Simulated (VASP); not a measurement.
# Si6HCl in VASP: single point with PBE+D3(BJ)

Aim: the single point of Si6HCl with PBE+D3(BJ).

All numbers are computed with VASP 6.6.1; they aren't measurements. Logs are shortened: lines on timing, memory, paths and dates and some standing lists are left out, and cuts for length are marked.

## (1) The cell of the first run

The cell holds a slab with vacuum, 32 atoms: a = 7.667 Å, b = 7.667 Å, c = 26.086 Å, α = 90.00°, β = 90.00°, γ = 90.00°.

## (2) Single point, PBE+D3(BJ)

Input file INCAR:

```
  PREC = Accurate
  ENCUT = 520
  EDIFF = 1E-6
  ISMEAR = 0
  SIGMA = 0.05
  LREAL = Auto
  LASPH = True
  NELM = 80
  ALGO = Normal
  ISIF = 2
  LWAVE = False
  LCHARG = True
  LDIPOL = True
  IDIPOL = 3
  DIPOL = 0.5 0.5 0.507
  GGA = PE
  IVDW = 12
  LELF = True
  LVHAR = True
  LVACPOTAV = True
  NBANDS = 86
```

Input file KPOINTS:

```
regular mesh
0
Gamma
  2 2 1
```

Input file POSCAR:

```
Si6HCl
1.0
    7.6671877233      0.0000000000      0.0000000000
    0.0000000000      7.6671877233      0.0000000000
    0.0000000000      0.0000000000     26.0857005398
Si H Cl
24 4 4
Direct
    0.4065111020      0.2500000000      0.3805533221
    0.4065111020      0.7500000000      0.3805533221
    0.0934888980      0.2500000000      0.3805533221
    0.0934888980      0.7500000000      0.3805533221
    0.5000000000      0.5000000000      0.4325120612
    0.5000000000      0.0000000000      0.4325120612
    0.0000000000      0.5000000000      0.4325120612
    0.0000000000      0.0000000000      0.4325120612
    0.7500000000      0.5000000000      0.4844708003
    0.7500000000      0.0000000000      0.4844708003
    0.2500000000      0.5000000000      0.4844708003
    0.2500000000      0.0000000000      0.4844708003
    0.7500000000      0.7500000000      0.5338139552
    0.7500000000      0.2500000000      0.5338139552
    0.2500000000      0.7500000000      0.5388809075
    0.2500000000      0.2500000000      0.5388809075
   -0.0089148764      0.7500000000      0.5887435799
   -0.0089148764      0.2500000000      0.5887435799
    0.5089148764      0.7500000000      0.5887435799
    0.5089148764      0.2500000000      0.5887435799
    0.9073416980      0.0000000000      0.6349418648
    0.9073416980      0.5000000000      0.6349418648
    0.5926583020      0.0000000000      0.6349418648
    0.5926583020      0.5000000000      0.6349418648
    0.9759954327      0.0000000000      0.6888809460
    0.9759954327      0.5000000000      0.6888809460
    0.5240045673      0.0000000000      0.6888809460
    0.5240045673      0.5000000000      0.6888809460
    0.5010960170      0.2500000000      0.3064890612
    0.5010960170      0.7500000000      0.3064890612
   -0.0010960170      0.2500000000      0.3064890612
   -0.0010960170      0.7500000000      0.3064890612
```

Potentials or basis: VASP PAW PBE potentials, release 64 (Si, H, Cl).

On the command line:

```console
> cat potpaw_PBE.64/Si/POTCAR potpaw_PBE.64/H/POTCAR potpaw_PBE.64/Cl/POTCAR > POTCAR
> mpirun -np 1 vasp_std > vasp.out
```

OUTCAR:

```text
PREC = Accurate
   ENCUT = 520
   EDIFF = 1E-6
   ISMEAR = 0
   LREAL = Auto
   LASPH = True
   NELM = 80
   ISIF = 2
   GGA = PE
   IVDW = 12
 IVDW          = 12

 ion  position               nearest neighbor table
   1  0.407  0.250  0.381-  29 2.06   3 2.40   6 2.45   5 2.45
   2  0.407  0.750  0.381-  30 2.06   4 2.40   6 2.45   5 2.45
   3  0.093  0.250  0.381-  31 2.06   1 2.40   8 2.45   7 2.45
   4  0.093  0.750  0.381-  32 2.06   2 2.40   8 2.45   7 2.45
   5  0.500  0.500  0.433-   9 2.35  11 2.35   1 2.45   2 2.45
   6  0.500  0.000  0.433-  10 2.35  12 2.35   1 2.45   2 2.45
[... 16 lines left out ...]
  23  0.593  0.000  0.635-  27 1.50  20 2.35  19 2.35  21 2.41
  24  0.593  0.500  0.635-  28 1.50  20 2.35  19 2.35  22 2.41
  25  0.976  0.000  0.689-  21 1.50
  26  0.976  0.500  0.689-  22 1.50
  27  0.524  0.000  0.689-  23 1.50
  28  0.524  0.500  0.689-  24 1.50
  29  0.501  0.250  0.306-   1 2.06
  30  0.501  0.750  0.306-   2 2.06
  31  0.999  0.250  0.306-   3 2.06
  32  0.999  0.750  0.306-   4 2.06

  LATTYP: Found a simple tetragonal cell.
 ALAT       =     7.6671877233
 C/A-ratio  =     3.4022514488

  Lattice vectors:

 A1 = (   7.6671877233,   0.0000000000,   0.0000000000)
 A2 = (   0.0000000000,   7.6671877233,   0.0000000000)
 A3 = (   0.0000000000,   0.0000000000,  26.0857005398)

Analysis of symmetry for initial positions (statically):
=====================================================================
 Subroutine PRICEL returns following result:

  LATTYP: Found a simple orthorhombic cell.
 ALAT       =     3.8335938616
 B/A-ratio  =     2.0000000000
 C/A-ratio  =     6.8045028976

  Lattice vectors:

 A1 = (   0.0000000000,  -3.8335938616,   0.0000000000)
 A2 = (   7.6671877233,   0.0000000000,   0.0000000000)
 A3 = (   0.0000000000,   0.0000000000,  26.0857005398)

   2 primitive cells build up your supercell.

 Routine SETGRP: Setting up the symmetry group for a
 simple tetragonal supercell.

 Subroutine GETGRP returns: Found  4 space group operations
 (whereof  2 operations were pure point group operations)
 out of a pool of 16 trial point group operations.

The static configuration has the point symmetry C_1h.
 The point group associated with its full space group is C_2v.

Analysis of symmetry for dynamics (positions and initial velocities):
=====================================================================
 Subroutine PRICEL returns following result:
[... 137 lines left out ...]
   POTIM  = 0.5000    time-step for ionic-motion
   TEBEG  =    0.0;   TEEND  =   0.0 temperature during run
   PSTRESS=    0.0 pullay stress
   NELECT =     128.0000    total number of electrons
   NUPDOWN=      -1.0000    fix difference up-down
   EMIN   =  10.00;   EMAX   =-10.00  energy-range for DOS
   EFERMI =   0.00;   METHOD = LEGACY
   ISMEAR =     0;   SIGMA  =   0.05  broadening in eV -4-tet -1-fermi 0-gaus
   EFERMI_NEDOS =   21; number of points for ismear=-14 and -15
   IALGO  =     38    algorithm
   IMIX   =      4    mixing-type and parameters
     AMIX     =   0.40;   BMIX     =  1.00
     AMIX_MAG =   1.60;   BMIX_MAG =  1.00
  volume/ion in A,a.u.               =      47.92       323.39
  Fermi-wavevector in a.u.,A,eV,Ry     =   0.715462  1.352027  6.964631  0.511886
  Thomas-Fermi vector in A             =   1.803629
   LORBIT       =      0    0 simple, 1 ext, 2 COOP (PROOUT), +10 PAW based schemes
   GGA     = PE    functional components
   LHFCALC =     F    Hartree Fock is set to
   AEXX    =    0.0000 exact exchange contribution
   IVDW    =    12    specifies the selected vdW correction
   LEPSILON=     F    determine dielectric tensor
   LRPA    =     F    only Hartree local field effects (RPA)
 non-spin polarized calculation
 Gauss-broadening in eV      SIGMA  =   0.05
  energy-cutoff  :      520.00
  volume of cell :     1533.47
 maximum number of plane-waves:     41305
 NGX is ok and might be reduce to    60
   NGX = 29   NGY = 29   NGZ = 97

 dipolmoment           0.000000      0.000000      0.064089 electrons x Angstroem

 number of electron     128.0000007 magnetization

 dipolmoment           0.000000      0.000000     -0.308810 electrons x Angstroem

 Free energy of the ion-electron system (eV)
  ---------------------------------------------------
  ext. energy  EPLUGINS =         0.00000000
  ---------------------------------------------------
  free energy    TOTEN  =      -153.97715997 eV

  energy without entropy =     -153.97715997  energy(sigma->0) =     -153.97715997

 E-fermi :  -0.8803     XC(G=0):  -4.1396

 val. band max:       -1.1062254873   @ k =   0.5000   0.0000   0.0000
 cond. band min:      -0.3184257857   @ k =   0.0000   0.0000   0.0000
 fundamental gap:      0.7877997016
 Fermi energy:        -0.8803304817

 k-point     1 :       0.0000    0.0000    0.0000
  band No.  band energies     occupation
      1     -17.0361      2.00000
      2     -16.9150      2.00000
      3     -16.8767      2.00000
      4     -16.7691      2.00000
      5     -12.8393      2.00000
      6     -11.8895      2.00000
[... 305 lines left out ...]
     75       1.9471      0.00000
     76       1.9471      0.00000
 [bands above 76 left out]

------------------------ aborting loop because EDIFF is reached ----------------------------------------

 Edisp (eV)   -6.56642

 E8    (eV) :    -2.7379

  FORCE on cell =-STRESS in cart. coord.  units (eV):
  Direction    XX          YY          ZZ          XY          YZ          ZX
  --------------------------------------------------------------------------------------
  -------------------------------------------------------------------------------------
  Total      -7.42661    -2.17200    -7.08228     0.00000     0.00000     0.00000
  in kB      -7.75937    -2.26932    -7.39961     0.00000     0.00000     0.00000
  external pressure =       -5.81 kB  Pullay stress =        0.00 kB

 VOLUME and BASIS-vectors are now :
 -----------------------------------------------------------------------------
  energy-cutoff  :      520.00
  volume of cell :     1533.47
      direct lattice vectors                 reciprocal lattice vectors
     7.667187723  0.000000000  0.000000000     0.130425918  0.000000000  0.000000000
     0.000000000  7.667187723  0.000000000     0.000000000  0.130425918  0.000000000
     0.000000000  0.000000000 26.085700540     0.000000000  0.000000000  0.038335179

 POSITION                                       TOTAL-FORCE (eV/Angst)
 -----------------------------------------------------------------------------------
      3.11680      1.91680      9.92700         0.680062     -0.000000      1.087872
      3.11680      5.75039      9.92700         0.680062     -0.000000      1.087872
      0.71680      1.91680      9.92700        -0.680062      0.000000      1.087872
      0.71680      5.75039      9.92700        -0.680062      0.000000      1.087872
      3.83359      3.83359     11.28238        -0.910362      0.000000     -1.068179
      3.83359      0.00000     11.28238        -0.910362      0.000000     -1.068179
[... 24 lines left out ...]
      7.65878      1.91680      7.99498         0.018629      0.000000      0.044047
      7.65878      5.75039      7.99498         0.018629     -0.000000      0.044047
 -----------------------------------------------------------------------------------
    total drift:                               -0.000000      0.000000      0.021194

  FREE ENERGIE OF THE ION-ELECTRON SYSTEM (eV)
  ---------------------------------------------------
  free  energy   TOTEN  =      -160.5435811739 eV

  energy  without entropy=     -160.5435811739  energy(sigma->0) =     -160.54358117

 vacuum level on the upper side and lower side of the slab         3.463         4.414
```

OSZICAR:

```text
N       E                     dE             d eps       ncg     rms          rms(c)
DAV:   1     0.765960991283E+03    0.76596E+03   -0.42149E+04   688   0.110E+03
DAV:   2    -0.416841712878E+02   -0.80765E+03   -0.77287E+03  1008   0.202E+02
DAV:   3    -0.152164707529E+03   -0.11048E+03   -0.10831E+03   784   0.721E+01
DAV:   4    -0.157860565612E+03   -0.56959E+01   -0.56627E+01   944   0.188E+01
[... 18 lines left out ...]
DAV:  23    -0.153977142289E+03   -0.29167E-04   -0.14902E-06   650   0.239E-03    0.484E-03
DAV:  24    -0.153977151513E+03   -0.92239E-05   -0.27890E-07   552   0.126E-03    0.163E-03
DAV:  25    -0.153977156402E+03   -0.48890E-05   -0.20942E-07   528   0.114E-03    0.105E-03
DAV:  26    -0.153977159192E+03   -0.27904E-05   -0.70659E-08   530   0.653E-04    0.374E-04
DAV:  27    -0.153977159970E+03   -0.77779E-06   -0.13824E-08   464   0.321E-04
   1 F= -.16054358E+03 E0= -.16054358E+03  d E =-.963313E-11
```

stdout:

```text
POSCAR found type information on POSCAR SiH Cl
 POSCAR found :  3 types and      32 ions
 scaLAPACK will be used
 LDA part: xc-table for (Slater+PW92), standard interpolation
 POSCAR, INCAR and KPOINTS ok, starting setup
 FFT: planning ... GRIDC
 FFT: planning ... GRID_SOFT
 FFT: planning ... GRID
 WAVECAR not read
 entering main loop
 -----------------------------------------------------------------------------
|                                                                             |
|           W    W    AA    RRRRR   N    N  II  N    N   GGGG   !!!           |
|           W    W   A  A   R    R  NN   N  II  NN   N  G    G  !!!           |
|           W    W  A    A  R    R  N N  N  II  N N  N  G       !!!           |
|           W WW W  AAAAAA  RRRRR   N  N N  II  N  N N  G  GGG   !            |
|           WW  WW  A    A  R   R   N   NN  II  N   NN  G    G                |
|           W    W  A    A  R    R  N    N  II  N    N   GGGG   !!!           |
|                                                                             |
|     Did not find any points to average over, which means that no vacuum     |
|     field-free region was found. Please increase the size of  your cell     |
|     in the dimension of the dipole correction to obtain accurate            |
|     workfunction values.                                                    |
|                                                                             |
 -----------------------------------------------------------------------------
```

Wall time 42 min (1 thread of Intel Xeon 8259CL, shared host); peak memory 1.4 GiB.

What came out:

```
Free energy                : -160.5436 eV
Largest force              : 1.403 eV/Å
Band gap on the k mesh     : 0.79 eV
Dispersion energy per atom : -0.205 eV
```

Forces in eV/Å, atoms in the order of the input:
```
Si   0.680  0.000  1.088
Si   0.680  0.000  1.088
Si  -0.680  0.000  1.088
Si  -0.680  0.000  1.088
Si  -0.910  0.000 -1.068
Si  -0.910  0.000 -1.068
Si   0.910  0.000 -1.068
Si   0.910  0.000 -1.068
Si   0.000  0.000 -0.946
Si   0.000  0.000 -0.946
Si   0.000  0.000  0.838
Si   0.000  0.000  0.838
Si   0.000  0.000 -0.007
Si   0.000  0.000 -0.007
Si   0.000  0.000  0.003
Si   0.000  0.000  0.003
Si   0.002  0.000  0.002
Si   0.002  0.000  0.002
Si  -0.002  0.000  0.002
Si  -0.002  0.000  0.002
Si   0.006  0.000 -0.004
Si   0.006  0.000 -0.004
Si  -0.006  0.000 -0.004
Si  -0.006  0.000 -0.004
H   -0.003  0.000 -0.006
H   -0.003  0.000 -0.006
H    0.003  0.000 -0.006
H    0.003  0.000 -0.006
Cl  -0.019  0.000  0.044
Cl  -0.019  0.000  0.044
Cl   0.019  0.000  0.044
Cl   0.019  0.000  0.044
```

Levels at points of the mesh, in eV from the valence-band top:
```tsv
k point	band 61	band 62	band 63	band 64	band 65	band 66	band 67	band 68
(0.00, 0.00, 0.00)	-0.94	-0.88	-0.35	-0.13	0.79	1.02	1.06	1.18
(0.50, 0.00, 0.00)	-1.25	-1.01	-0.19	0.00	1.06	1.34	1.37	1.43
(0.00, 0.50, 0.00)	-1.20	-1.20	-0.98	-0.98	1.69	1.69	1.87	1.87
(0.50, 0.50, 0.00)	-1.17	-1.17	-1.17	-1.17	1.53	1.53	1.71	1.71
```
